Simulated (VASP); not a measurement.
# MgO (qlda) (Fm-3m) in VASP: vibrations by perturbation theory with LDA

Aim: the vibrations by perturbation theory of MgO (qlda) with LDA.

Everything below comes from runs of VASP 6.6.1. Logs are shortened: lines on timing, memory, paths and dates and some standing lists are left out, and cuts for length are marked.

**1. The cell of the first run**

Symmetry: Fm-3m, No. 225, cubic system. Conventional cell: a = 4.161 Å, b = 4.161 Å, c = 4.161 Å, α = 90.00°, β = 90.00°, γ = 90.00°. Within 2.8 Å of Mg (site symmetry m-3m) lie 6 O at 2.08 Å. Within 2.8 Å of O (site symmetry m-3m) lie 6 Mg at 2.08 Å.

**2. Vibrations by perturbation theory, LDA**

Input file INCAR:

```
ALGO = Normal
EDIFF = 1E-8
ENCUT = 520
GGA = CA
IBRION = 8
ISIF = 2
ISMEAR = 0
LASPH = T
LCHARG = F
LREAL = F
LWAVE = F
NELM = 80
NSW = 1
PREC = Accurate
SIGMA = 0.01
```

Input file KPOINTS:

```
k-points
0
Gamma
  8 8 8
```

Input file POSCAR:

```
MgO
1.0
    0.0000000000      2.0803529509      2.0803529509
    2.0803529509      0.0000000000      2.0803529509
    2.0803529509      2.0803529509      0.0000000000
Mg O
1 1
Direct
    0.0000000000      0.0000000000      0.0000000000
    0.5000000000      0.5000000000      0.5000000000
```

Potentials or basis: VASP PAW LDA potentials, release 64 (Mg, O).

Started as:

```sh
$ cat potpaw_LDA.64/Mg/POTCAR potpaw_LDA.64/O/POTCAR > POTCAR
$ mpirun -np 1 vasp_std > vasp.out
```

OUTCAR:

```text
EDIFF = 1E-8
   ENCUT = 520
   GGA = CA
   IBRION = 8
   ISIF = 2
   ISMEAR = 0
   LASPH = T
   LREAL = F
   NELM = 80
   NSW = 1
   PREC = Accurate

 ion  position               nearest neighbor table
   1  0.000  0.000  0.000-   2 2.08   2 2.08   2 2.08   2 2.08   2 2.08   2 2.08
   2  0.500  0.500  0.500-   1 2.08   1 2.08   1 2.08   1 2.08   1 2.08   1 2.08

  LATTYP: Found a face centered cubic cell.
 ALAT       =     4.1607059018

  Lattice vectors:

 A1 = (   0.0000000000,   2.0803529509,   2.0803529509)
 A2 = (   2.0803529509,   0.0000000000,   2.0803529509)
 A3 = (   2.0803529509,   2.0803529509,   0.0000000000)

Analysis of symmetry for initial positions (statically):
=====================================================================
 Subroutine PRICEL returns:
 Original cell was already a primitive cell.

 Routine SETGRP: Setting up the symmetry group for a
 face centered cubic supercell.

 Subroutine GETGRP returns: Found 48 space group operations
 (whereof 48 operations were pure point group operations)
 out of a pool of 48 trial point group operations.

The static configuration has the point symmetry O_h .

Analysis of symmetry for dynamics (positions and initial velocities):
=====================================================================
 Subroutine PRICEL returns:
 Original cell was already a primitive cell.

 Routine SETGRP: Setting up the symmetry group for a
 face centered cubic supercell.

 Subroutine GETGRP returns: Found 48 space group operations
 (whereof 48 operations were pure point group operations)
 out of a pool of 48 trial point group operations.

The dynamic configuration has the point symmetry O_h .

 Subroutine INISYM returns: Found 48 space group operations
 (whereof 48 operations are pure point group operations),
 and found     1 'primitive' translations

----------------------------------------------------------------------------------------

                                     Primitive cell

  volume of cell :      18.0070

  direct lattice vectors                    reciprocal lattice vectors
     0.000000000  2.080352951  2.080352951    -0.240343832  0.240343832  0.240343832
     2.080352951  0.000000000  2.080352951     0.240343832 -0.240343832  0.240343832
     2.080352951  2.080352951  0.000000000     0.240343832  0.240343832 -0.240343832

  length of vectors
     2.942063358  2.942063358  2.942063358     0.416287728  0.416287728  0.416287728

  position of ions in fractional coordinates (direct lattice)
     0.000000000  0.000000000  0.000000000
     0.500000000  0.500000000  0.500000000

  ion indices of the primitive-cell ions
   primitive index   ion index
                 1           1
                 2           2

----------------------------------------------------------------------------------------

 KPOINTS: k-points

Automatic generation of k-mesh.
 Grid dimensions read from file:
 generate k-points for:    8    8    8

 Generating k-lattice:

  Cartesian coordinates                     Fractional coordinates (reciprocal lattice)
    -0.030042979  0.030042979  0.030042979     0.125000000  0.000000000  0.000000000
     0.030042979 -0.030042979  0.030042979     0.000000000  0.125000000  0.000000000
     0.030042979  0.030042979 -0.030042979     0.000000000  0.000000000  0.125000000

  Length of vectors
     0.052035966  0.052035966  0.052035966

  Shift w.r.t. Gamma in fractional coordinates (k-lattice)
     0.000000000  0.000000000  0.000000000

 Subroutine IBZKPT returns following result:
 ===========================================

 Found     29 irreducible k-points:

 Following reciprocal coordinates:
            Coordinates               Weight
  0.000000  0.000000  0.000000      1.000000
  0.125000  0.000000  0.000000      8.000000
  0.250000  0.000000  0.000000      8.000000
  0.375000  0.000000  0.000000      8.000000
  0.500000  0.000000  0.000000      4.000000
  0.125000  0.125000  0.000000      6.000000
[... 16 lines left out ...]
  0.500000  0.250000  0.125000     48.000000
 -0.375000  0.250000  0.125000     24.000000
 [... further k-points ...]
   k-points           NKPTS =     29   k-points in BZ     NKDIM =     29   number of bands    NBANDS=      8
   number of dos      NEDOS =    301   number of ions     NIONS =      2
   total plane-waves  NPLWV =  13824
   dimension x,y,z NGX =    24 NGY =   24 NGZ =   24
   dimension x,y,z NGXF=    48 NGYF=   48 NGZF=   48
   ions per type =               1   1
   NGX,Y,Z   is equivalent  to a cutoff of  13.56, 13.56, 13.56 a.u.
   NGXF,Y,Z  is equivalent  to a cutoff of  27.12, 27.12, 27.12 a.u.
 SYSTEM =  unknown system
   PREC   = accura    normal or accurate (medium, high low for compatibility)
   ISTART =      0    job   : 0-new  1-cont  2-samecut
   ICHARG =      2    charge: 1-file 2-atom 10-const
   ISPIN  =      1    spin polarized calculation?
   LNONCOLLINEAR =      F non collinear calculations
   LSORBIT =      F    spin-orbit coupling
   LASPH  =      T    aspherical Exc in radial PAW
   ENCUT  =  520.0 eV  38.22 Ry    6.18 a.u.   5.47  5.47  5.47*2*pi/ulx,y,z
   NELM   =     80;   NELMIN=  2; NELMDL= -5     # of ELM steps
   EDIFF  = 0.1E-07   stopping-criterion for ELM
   LREAL  =      F    real-space projection
   EDIFFG = 0.1E-06   stopping-criterion for IOM
   NSW    =      1    number of steps for IOM
   IBRION =      8    ionic relax: 0-MD 1-quasi-New 2-CG
   NFREE  =      0    steps in history (QN), initial steepest desc. (CG)
   ISIF   =      2    stress and relaxation
   ISYM   =      2    0-nonsym 1-usesym 2-fastsym
   POTIM  = 0.5000    time-step for ionic-motion
   TEBEG  =    0.0;   TEEND  =   0.0 temperature during run
   PSTRESS=    0.0 pullay stress
   NELECT =       8.0000    total number of electrons
   NUPDOWN=      -1.0000    fix difference up-down
   EMIN   =  10.00;   EMAX   =-10.00  energy-range for DOS
   EFERMI =   0.00;   METHOD = LEGACY
   ISMEAR =     0;   SIGMA  =   0.01  broadening in eV -4-tet -1-fermi 0-gaus
   EFERMI_NEDOS =   21; number of points for ismear=-14 and -15
   IALGO  =     38    algorithm
   IMIX   =      4    mixing-type and parameters
     AMIX     =   0.40;   BMIX     =  1.00
     AMIX_MAG =   1.60;   BMIX_MAG =  1.00
  volume/ion in A,a.u.               =       9.00        60.76
  Fermi-wavevector in a.u.,A,eV,Ry     =   1.249178  2.360605 21.231166  1.560447
  Thomas-Fermi vector in A             =   2.383231
   LORBIT       =      0    0 simple, 1 ext, 2 COOP (PROOUT), +10 PAW based schemes
   GGA     = CA    functional components
   LHFCALC =     F    Hartree Fock is set to
   AEXX    =    0.0000 exact exchange contribution
   IVDW    =     0    specifies the selected vdW correction
   LEPSILON=     F    determine dielectric tensor
   LRPA    =     F    only Hartree local field effects (RPA)
 non-spin polarized calculation
 Gauss-broadening in eV      SIGMA  =   0.01
  energy-cutoff  :      520.00
  volume of cell :       18.01
 maximum number of plane-waves:       531
 NGX is ok and might be reduce to    24
   NGX = 11   NGY = 11   NGZ = 11

--------------------------------------- Ionic step        1  -------------------------------------------

 number of electron       8.0000001 magnetization

 Free energy of the ion-electron system (eV)
  ---------------------------------------------------
  ext. energy  EPLUGINS =         0.00000000
  ---------------------------------------------------
  free energy    TOTEN  =       -13.44456624 eV

  energy without entropy =      -13.44456624  energy(sigma->0) =      -13.44456624

 E-fermi :   3.2625     XC(G=0): -11.7706

 val. band max:        3.1657007191   @ k =   0.0000   0.0000   0.0000
 cond. band min:       8.1893910115   @ k =   0.0000   0.0000   0.0000
 fundamental gap:      5.0236902924
 Fermi energy:         3.2625409886

 k-point     1 :       0.0000    0.0000    0.0000
  band No.  band energies     occupation
      1     -14.0340      2.00000
      2       3.1657      2.00000
      3       3.1657      2.00000
      4       3.1657      2.00000
      5       8.1894      0.00000
      6      18.8906      0.00000
      7      18.8906      0.00000
      8      18.8906      0.00000
[... 243 lines left out ...]
 k-point    24 :      -0.3750    0.2500    0.1250
  band No.  band energies     occupation
      1     -12.4151      2.00000
      2      -1.0561      2.00000
      3       1.1087      2.00000
      4       2.1082      2.00000
      5      12.9247      0.00000
      6      15.5098      0.00000
      7      16.7577      0.00000
      8      20.2016      0.00000

 [... further k-points ...]

------------------------ aborting loop because EDIFF is reached ----------------------------------------

  FORCE on cell =-STRESS in cart. coord.  units (eV):
  Direction    XX          YY          ZZ          XY          YZ          ZX
  --------------------------------------------------------------------------------------
  -------------------------------------------------------------------------------------
  Total       -0.2097733     -0.2097733     -0.2097733      0.0000000     -0.0000000     -0.0000000
  in kB      -18.6646471    -18.6646471    -18.6646471      0.0000000     -0.0000000     -0.0000000
  external PRESSURE =     -18.6646471 kB  Pullay stress =       0.0000000 kB

 VOLUME and BASIS-vectors are now :
 -----------------------------------------------------------------------------
  energy-cutoff  :      520.00
  volume of cell :       18.01
      direct lattice vectors                 reciprocal lattice vectors
     0.000000000  2.080352951  2.080352951    -0.240343832  0.240343832  0.240343832
     2.080352951  0.000000000  2.080352951     0.240343832 -0.240343832  0.240343832
     2.080352951  2.080352951  0.000000000     0.240343832  0.240343832 -0.240343832

 POSITION                                       TOTAL-FORCE (eV/Angst)
 -----------------------------------------------------------------------------------
      0.00000      0.00000      0.00000         0.000000     -0.000000     -0.000000
      2.08035      2.08035      2.08035        -0.000000      0.000000      0.000000
 -----------------------------------------------------------------------------------
    total drift:                               -0.000000     -0.000000      0.000000

  FREE ENERGIE OF THE ION-ELECTRON SYSTEM (eV)
  ---------------------------------------------------
  free  energy   TOTEN  =       -13.4445662406 eV

  energy  without entropy=      -13.4445662406  energy(sigma->0) =      -13.44456624

[... ionic steps 2 to 3 ...]

--------------------------------------- Ionic step        4  -------------------------------------------

------------------------ aborting loop because EDIFF is reached ----------------------------------------

[... ionic steps 5 to 6 ...]

--------------------------------------- Ionic step        7  -------------------------------------------

 Free energy of the ion-electron system (eV)
  ---------------------------------------------------
  ---------------------------------------------------
  free energy    TOTEN  =        -0.35241561 eV

  energy without entropy =       -0.35241561

------------------------ aborting loop because EDIFF is reached ----------------------------------------

 INTERNAL STRAIN TENSOR  FOR ION    2  DIRECTION 1   (eV/Angst):
 -----------------------------------------------------------------------------
    -0.00553  0.00000  0.00000
     0.00000  0.00708 -0.00000
    -0.00000 -0.00000  0.00708

 INTERNAL STRAIN TENSOR FOR ION    2 for displacements in x,y,z  (eV/Angst):
          X           Y           Z          XY          YZ          ZX
  --------------------------------------------------------------------------------
  x     0.00000     0.00000     0.00000     0.00000     0.00000     0.00000
  y     0.00000     0.00000     0.00000     0.00000     0.00000     0.00000
  z     0.00000     0.00000     0.00000     0.00000     0.00000     0.00000

 SECOND DERIVATIVES (NOT SYMMETRIZED)
 ------------------------------------
               1X          1Y          1Z          2X          2Y          2Z
  1X    -6.059864    0.000000    0.000000    6.059864    0.000000    0.000000
  1Y     0.000000   -6.059864    0.000000    0.000000    6.059864    0.000000
  1Z     0.000000    0.000000   -6.059864    0.000000    0.000000    6.059864
  2X     6.068941    0.000000    0.000000   -6.068941    0.000000    0.000000
  2Y     0.000000    6.068941    0.000000    0.000000   -6.068941    0.000000
  2Z     0.000000    0.000000    6.068941    0.000000    0.000000   -6.068941

 Eigenvectors and eigenvalues of the dynamical matrix
 ----------------------------------------------------

   1 f  =   12.395097 THz    77.880689 2PiTHz  413.455920 cm-1    51.261978 meV
             X         Y         Z           dx          dy          dz
      0.000000  0.000000  0.000000    -0.000000   -0.629774    0.000000
      2.080353  2.080353  2.080353     0.000000    0.776779    0.000000
[... 21 lines left out ...]
   6 f/i=    0.004538 THz     0.028514 2PiTHz    0.151375 cm-1     0.018768 meV
             X         Y         Z           dx          dy          dz
      0.000000  0.000000  0.000000     0.000000    0.000000    0.776779
      2.080353  2.080353  2.080353     0.000000    0.000000    0.629774

--------------------------------------------------------------------------------------------------------

 ELASTIC MODULI CONTR FROM IONIC RELAXATION (kBar)
 Direction    XX          YY          ZZ          XY          YZ          ZX
 --------------------------------------------------------------------------------
 XX           0.0000      0.0000      0.0000      0.0000      0.0000      0.0000
 YY           0.0000      0.0000      0.0000      0.0000      0.0000      0.0000
 ZZ           0.0000      0.0000      0.0000      0.0000      0.0000      0.0000
 XY           0.0000      0.0000      0.0000      0.0000      0.0000      0.0000
 YZ           0.0000      0.0000      0.0000      0.0000      0.0000      0.0000
 ZX           0.0000      0.0000      0.0000      0.0000      0.0000      0.0000
 --------------------------------------------------------------------------------
```

Run time: 23 s. Hardware: 1 thread of Intel Xeon Platinum 8259CL at 2.50GHz (Skylake/Cascade Lake), shared host; peak memory 0.16 GiB.

What came out:

```
Highest phonon frequency at Γ, LO-TO splitting left out : 413 cm⁻¹
```

Phonon frequencies in cm⁻¹ (negative: imaginary):
| q point | frequencies |
| --- | --- |
| (0.000, 0.000, 0.000) | 0 0 0 413 413 413 |

Caveat: the cell wasn't relaxed at this level first, which shifts response properties.
